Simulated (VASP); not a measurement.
A run of VASP 6.6.1 is set up as follows.

Contents of POSCAR:

```
BN
1.0
    0.0000000000      1.7923102062      1.7923102062
    1.7923102062      0.0000000000      1.7923102062
    1.7923102062      1.7923102062      0.0000000000
B N
1 1
Direct
    0.0000000000      0.0000000000      0.0000000000
    0.2500000000      0.2500000000      0.2500000000
```

INCAR.step1

```
SYSTEM = BN
ALGO     = Normal         ! electronic algorithm
EDIFF    = 1E-4           ! SCF threshold, eV
ENCUT    = 520            ! plane-wave cutoff, eV
GGA      = PE             ! functional
ISMEAR   = 0              ! smearing method
LASPH    = .TRUE.         ! aspherical terms in the spheres
LCHARG   = .FALSE.        ! write CHGCAR
LREAL    = .FALSE.        ! projectors in reciprocal space
LWAVE    = .TRUE.         ! write WAVECAR
NBANDS   = 11             ! bands
NELM     = 80             ! most SCF steps
PREC     = Accurate       ! precision mode
SIGMA    = 0.01           ! smearing width, eV
```

INCAR.step2

```
SYSTEM = BN
ALGO     = Normal         ! electronic algorithm
EDIFF    = 1E-6           ! SCF threshold, eV
ENCUT    = 520            ! plane-wave cutoff, eV
ISIF     = 2              ! what is computed and relaxed
ISMEAR   = 0              ! smearing method
ISTART   = 1            
LASPH    = .TRUE.         ! aspherical terms in the spheres
LCHARG   = .FALSE.        ! write CHGCAR
LMIXTAU  = .TRUE.       
LREAL    = .FALSE.        ! projectors in reciprocal space
LWAVE    = .FALSE.        ! write WAVECAR
METAGGA  = R2SCAN         ! meta-GGA
NBANDS   = 11             ! bands
NELM     = 80             ! most SCF steps
PREC     = Accurate       ! precision mode
SIGMA    = 0.01           ! smearing width, eV
```

File KPOINTS:

```
k-points
0
G
  10 10 10
  0 0 0
```

Potentials or basis: VASP PAW PBE potentials, release 64 (B, N).

Command:

```console
$ cat potpaw_PBE.64/B/POTCAR potpaw_PBE.64/N/POTCAR > POTCAR
$ cp INCAR.step1 INCAR
$ mpirun -np 1 vasp_std > vasp.out
$ cp INCAR.step2 INCAR
$ mpirun -np 1 vasp_std > vasp.out
```

(1) Estimate the band gap on the k mesh.

(2) Predict the pressure.

## Answers

(1) 5.01 eV, indirect (least direct gap 9.65 eV).

(2) 9.7 GPa.

Caveat: the PAW data sets were made with another functional, which shifts forces and pressure a little.
